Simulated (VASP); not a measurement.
Write the native input for VASP 6.6.1 that does the following.

| Property | Result |
| --- | --- |
| Task | single point |
| Functional | r2SCAN |
| Potentials or basis | VASP PAW PBE potentials, release 64 (Ta_pv) |
| Cutoff | 520 eV |
| k mesh | 28 × 28 × 28 |
| Occupations | gaussian, width 0.15 eV |
| Spin | no spin polarisation |
| Dipole correction | no |
| Further INCAR settings | ALGO = Normal; EDIFF = 1e-07; NBANDS = 12 |

Ta:

```
Ta
1.0
    -1.79496    1.79496    1.40007
     1.79496   -1.79496    1.40007
     1.79496    1.79496   -1.40007
Ta
1
Direct
  0.00000 0.00000 0.00000
```

This cell differs from its parent crystal: ratio of the length along z to the lengths across it x 0.78, volume and fractional coordinates fixed.

One way to write it, as run:

POSCAR

```
Ta
1.0
   -1.7949562298      1.7949562298      1.4000658592
    1.7949562298     -1.7949562298      1.4000658592
    1.7949562298      1.7949562298     -1.4000658592
Ta
1
Direct
    0.0000000000      0.0000000000      0.0000000000
```

INCAR.step1

```
SYSTEM = Ta
PREC = Accurate
ENCUT = 520
ISMEAR = 0
SIGMA = 0.15
LREAL = .FALSE.
LASPH = .TRUE.
NELM = 100
NBANDS = 12
GGA = PE
ALGO = Normal
EDIFF = 1E-4
LWAVE = .TRUE.
LCHARG = .FALSE.
```

INCAR.step2

```
SYSTEM = Ta
PREC = Accurate
ENCUT = 520
EDIFF = 1E-7
ISMEAR = 0
SIGMA = 0.15
LREAL = .FALSE.
LASPH = .TRUE.
NELM = 100
ALGO = Normal
ISIF = 2
LWAVE = .FALSE.
LCHARG = .FALSE.
METAGGA = R2SCAN
LMIXTAU = .TRUE.
NBANDS = 12
ISTART = 1
```

KPOINTS

```
Automatic mesh
0
G
  28 28 28
  0 0 0
```

Potentials or basis: VASP PAW PBE potentials, release 64 (Ta_pv).

The run is started by

```bash
$ cat potpaw_PBE.64/Ta_pv/POTCAR > POTCAR
$ cp INCAR.step1 INCAR
$ mpirun -np 1 vasp_std > vasp.out
$ cp INCAR.step2 INCAR
$ mpirun -np 1 vasp_std > vasp.out
```

Results of the run:

```yaml
Pressure: 6.1 GPa
Band_gap_on_the_k_mesh: zero (an odd number of electrons rules out a gap without spin polarisation)
```

Caveat: the stress differs along the axes, from -4 to 26 GPa; the PAW data sets were made with another functional, which shifts forces and pressure a little; spin-orbit coupling is left out, which moves the levels of the heavy elements.

Run time: 35 min on 1 thread of Oxide Virtual Turin-like Processor, with other jobs on the host, peak memory 0.41 GiB.
